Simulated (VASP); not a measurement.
# CuI (Cmcm) in VASP: a series of runs, part 3 of 3

VASP 6.6.1.

## (7) Single point, r2SCAN (strain -2.0%)

Input file POSCAR:

```
CuI
1.0
    3.4319191993     -3.5194934177      0.0000000000
    3.4319191993      3.5194934177      0.0000000000
    0.0000000000      0.0000000000      4.2334083928
Cu I
2 2
Direct
    0.4149979172      0.5850020828      0.7500000000
    0.5850020828      0.4149979172      0.2500000000
    0.7850297478      0.2149702522      0.7500000000
    0.2149702522      0.7850297478      0.2500000000
```

Input file INCAR.step1:

```
  PREC = Accurate
  ENCUT = 520
  ISMEAR = 0
  SIGMA = 0.01
  LREAL = False
  LASPH = True
  NELM = 80
  NBANDS = 26
  GGA = PE
  ALGO = Normal
  EDIFF = 1E-4
  LWAVE = True
  LCHARG = False
```

Input file INCAR.step2:

```
  PREC = Accurate
  ENCUT = 520
  EDIFF = 1E-6
  ISMEAR = 0
  SIGMA = 0.01
  LREAL = False
  LASPH = True
  NELM = 80
  ALGO = Normal
  ISIF = 2
  LWAVE = False
  LCHARG = False
  METAGGA = R2SCAN
  LMIXTAU = True
  NBANDS = 26
  ISTART = 1
```

Input file KPOINTS:

```
Automatic mesh
0
Gamma
  6 6 6
```

Potentials or basis: VASP PAW PBE potentials, release 64 (Cu, I).

Started as:

```
$ cat potpaw_PBE.64/Cu/POTCAR potpaw_PBE.64/I/POTCAR > POTCAR
$ cp INCAR.step1 INCAR
$ mpirun -np 1 vasp_std > vasp.out
$ cp INCAR.step2 INCAR
$ mpirun -np 1 vasp_std > vasp.out
```

OUTCAR:

```text
PREC = Accurate
   ENCUT = 520
   EDIFF = 1E-6
   ISMEAR = 0
   LREAL = False
   LASPH = True
   NELM = 80
   ISIF = 2
   METAGGA = R2SCAN
   ISTART = 1

 ion  position               nearest neighbor table
   1  0.415  0.585  0.750-   2 2.43   2 2.43   4 2.54   4 2.54   3 2.60
   2  0.585  0.415  0.250-   1 2.43   1 2.43   3 2.54   3 2.54   4 2.60
   3  0.785  0.215  0.750-   2 2.54   2 2.54   1 2.60
   4  0.215  0.785  0.250-   1 2.54   1 2.54   2 2.60

  LATTYP: Found a base centered orthorhombic cell.
 ALAT       =     6.8638383986
 B/A-ratio  =     1.0255175642
 C/A-ratio  =     0.6167698228

  Lattice vectors:

 A1 = (   3.4319191993,  -3.5194934177,   0.0000000000)
 A2 = (   3.4319191993,   3.5194934177,   0.0000000000)
 A3 = (   0.0000000000,   0.0000000000,   4.2334083928)

Analysis of symmetry for initial positions (statically):
=====================================================================
 Subroutine PRICEL returns:
 Original cell was already a primitive cell.

 Routine SETGRP: Setting up the symmetry group for a
 base centered orthorhombic supercell.

 Subroutine GETGRP returns: Found  8 space group operations
 (whereof  4 operations were pure point group operations)
 out of a pool of  8 trial point group operations.

The static configuration has the point symmetry C_2h.
 The point group associated with its full space group is D_2h.

Analysis of symmetry for dynamics (positions and initial velocities):
=====================================================================
 Subroutine PRICEL returns:
 Original cell was already a primitive cell.

 Routine SETGRP: Setting up the symmetry group for a
 base centered orthorhombic supercell.

 Subroutine GETGRP returns: Found  8 space group operations
[... 122 lines left out ...]
   EFERMI =   0.00;   METHOD = LEGACY
   ISMEAR =     0;   SIGMA  =   0.01  broadening in eV -4-tet -1-fermi 0-gaus
   EFERMI_NEDOS =   21; number of points for ismear=-14 and -15
   IALGO  =     38    algorithm
   IMIX   =      4    mixing-type and parameters
     AMIX     =   0.40;   BMIX     =  1.00
     AMIX_MAG =   1.60;   BMIX_MAG =  1.00
  volume/ion in A,a.u.               =      25.57       172.53
  Fermi-wavevector in a.u.,A,eV,Ry     =   1.155926  2.184383 18.179614  1.336164
  Thomas-Fermi vector in A             =   2.292550
   LORBIT       =      0    0 simple, 1 ext, 2 COOP (PROOUT), +10 PAW based schemes
   METAGGA = R2SCAN    functional components
   LHFCALC =     F    Hartree Fock is set to
   AEXX    =    0.0000 exact exchange contribution
   IVDW    =     0    specifies the selected vdW correction
   LEPSILON=     F    determine dielectric tensor
   LRPA    =     F    only Hartree local field effects (RPA)
 non-spin polarized calculation
 Gauss-broadening in eV      SIGMA  =   0.01
  energy-cutoff  :      520.00
  volume of cell :      102.27
 maximum number of plane-waves:      2768
 NGX is ok and might be reduce to    40
   NGX = 19   NGY = 19   NGZ = 15

 number of electron      36.0000030 magnetization

 Free energy of the ion-electron system (eV)
  ---------------------------------------------------
  ext. energy  EPLUGINS =         0.00000000
  ---------------------------------------------------
  free energy    TOTEN  =       -71.25377555 eV

  energy without entropy =      -71.25377555  energy(sigma->0) =      -71.25377555

 E-fermi :   5.4297     XC(G=0):  -9.9047

 val. band max:        5.3166496500   @ k =   0.0000   0.0000   0.0000
 cond. band min:       6.6054318796   @ k =   0.0000   0.0000   0.0000
 fundamental gap:      1.2887822296
 Fermi energy:         5.4296970772

 k-point     1 :       0.0000    0.0000    0.0000
  band No.  band energies     occupation
      1      -9.6280      2.00000
      2      -8.3864      2.00000
      3      -0.8388      2.00000
      4       0.6227      2.00000
      5       0.7468      2.00000
      6       0.7491      2.00000
[... 685 lines left out ...]
     25      13.4302      0.00000
     26      13.8490      0.00000

 [... further k-points ...]

------------------------ aborting loop because EDIFF is reached ----------------------------------------

  FORCE on cell =-STRESS in cart. coord.  units (eV):
  Direction    XX          YY          ZZ          XY          YZ          ZX
  --------------------------------------------------------------------------------------
  -------------------------------------------------------------------------------------
  Total        1.2160058      1.8862371      2.9429313      0.0000000     -0.0000000      0.0000000
  in kB       19.0506087     29.5508165     46.1055639      0.0000000     -0.0000000      0.0000000
  external PRESSURE =      31.5689963 kB  Pullay stress =       0.0000000 kB

 VOLUME and BASIS-vectors are now :
 -----------------------------------------------------------------------------
  energy-cutoff  :      520.00
  volume of cell :      102.27
      direct lattice vectors                 reciprocal lattice vectors
     3.431919199 -3.519493418  0.000000000     0.145691076 -0.142065900  0.000000000
     3.431919199  3.519493418  0.000000000     0.145691076  0.142065900  0.000000000
     0.000000000  0.000000000  4.233408393     0.000000000  0.000000000  0.236216284

 POSITION                                       TOTAL-FORCE (eV/Angst)
 -----------------------------------------------------------------------------------
      3.43192      0.59833      3.17506         0.000000      0.025627      0.000000
      3.43192     -0.59833      1.05835         0.000000     -0.025627     -0.000000
      3.43192     -2.00632      3.17506         0.000000      0.013610     -0.000000
      3.43192      2.00632      1.05835         0.000000     -0.013610     -0.000000
 -----------------------------------------------------------------------------------
    total drift:                               -0.000000      0.000000      0.000000

  FREE ENERGIE OF THE ION-ELECTRON SYSTEM (eV)
  ---------------------------------------------------
  free  energy   TOTEN  =       -71.2537755519 eV

  energy  without entropy=      -71.2537755519  energy(sigma->0) =      -71.25377555
```

OUTCAR.step1:

```text
PREC = Accurate
   ENCUT = 520
   ISMEAR = 0
   LREAL = False
   LASPH = True
[... 928 lines left out ...]
      3.43192      0.59833      3.17506         0.000000      0.087297     -0.000000
      3.43192     -0.59833      1.05835         0.000000     -0.087297      0.000000
      3.43192     -2.00632      3.17506         0.000000     -0.192275      0.000000
      3.43192      2.00632      1.05835         0.000000      0.192275      0.000000
 -----------------------------------------------------------------------------------
    total drift:                               -0.000000      0.000000      0.000000

  FREE ENERGIE OF THE ION-ELECTRON SYSTEM (eV)
  ---------------------------------------------------
  free  energy   TOTEN  =       -10.7316452113 eV

  energy  without entropy=      -10.7316452113  energy(sigma->0) =      -10.73164521
```

Run time: 12 min. Hardware: 1 thread of Oxide Virtual Turin-like, shared host; peak memory 0.27 GiB.

What came out:

```yaml
Free_energy: -71.2538 eV
Pressure: 3.2 GPa
Largest_force: 0.026 eV/Å
Band_gap_on_the_k_mesh: 1.29 eV
```

Forces on the atoms (eV/Å):
```
Cu   0.000  0.026  0.000
Cu   0.000 -0.026  0.000
I    0.000  0.014  0.000
I    0.000 -0.014  0.000
```

Caveat: the cell differs from its parent crystal (strain -2.0%); the cell stands under pressure; the PAW data sets were made with another functional, which shifts forces and pressure a little; spin-orbit coupling is left out, which moves the levels of the heavy elements. A k mesh can miss the band edges.

## (8) The runs side by side

```csv
level,cell,smearing,gap on the mesh (eV),pressure (GPa),largest force (eV/Å)
PBE,"a = 4.916, b = 4.916, c = 4.233 Å, angles 90.0, 90.0, 91.4°, 4 atoms, atomic positions A",fermi-dirac 0.02 eV,0.88,4.4,0.19
PBE,"a = 5.019, b = 5.019, c = 4.291 Å, angles 90.0, 90.0, 91.4°, 4 atoms, atomic positions B",fermi-dirac 0.02 eV,0.94,2.7,0.16
PBE,"a = 5.019, b = 5.019, c = 4.322 Å, angles 90.0, 90.0, 91.4°, 4 atoms, atomic positions C",fermi-dirac 0.02 eV,0.96,2.3,0.16
PBE,"a = 5.115, b = 5.115, c = 4.298 Å, angles 90.0, 90.0, 91.4°, 4 atoms, atomic positions D",fermi-dirac 0.02 eV,0.96,2.0,0.15
PBE,"a = 5.132, b = 5.132, c = 4.322 Å, angles 90.0, 90.0, 88.9°, 4 atoms, atomic positions E",fermi-dirac 0.02 eV,1.01,1.9,0.16
r2SCAN,"a = 4.916, b = 4.916, c = 4.233 Å, angles 90.0, 90.0, 91.4°, 4 atoms, atomic positions A",gaussian 0.01 eV,1.29,3.2,0.03
```

Alike in all rows: task single point; potentials or basis VASP PAW PBE potentials, release 64 (Cu, I); no spin polarisation; k mesh 6 × 6 × 6; cutoff (eV) 520.

Caveats: spin-orbit coupling is left out, which moves the levels of the heavy elements; the cell stands under pressure (at least some runs); the PAW data sets were made with another functional, which shifts forces and pressure a little (at least some runs).

Total energies depend on the potentials used, so only differences within one code and one set of settings carry meaning.
